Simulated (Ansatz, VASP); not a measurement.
AlRu: VASP beside Ansatz

```xyz
4
Lattice="2.8320 0.0000 0.0000 -1.4160 2.4526 0.0000 0.0000 0.0000 7.7003" Properties=species:S:1:pos:R:3 pbc="T T T"
Ru    0.0000    0.0000    0.0000
Ru    0.0000    0.0000    3.8501
Al    0.0000    1.6351    1.9251
Al    1.4160    0.8175    5.7752
```

Alike in both runs: task single point; functional PBE; k mesh 10 × 10 × 6; occupations fermi-dirac, width 0.1 eV; no spin polarisation.

|  | VASP | Ansatz |
| --- | --- | --- |
| version | VASP 6.6.1 | Ansatz 0.2.0 |
| potentials or method | VASP PAW PBE potentials, release 64 (Ru_pv, Al), cutoff 520 eV | all-electron LAPW, scalar-relativistic |

Ansatz gave:

```
pressure (GPa) : 11.9
```

Problem. Which values does VASP return?

Solution. Pressure (GPa): 12.0.

Ansatz ran all-electron here, and VASP with PAW potentials.
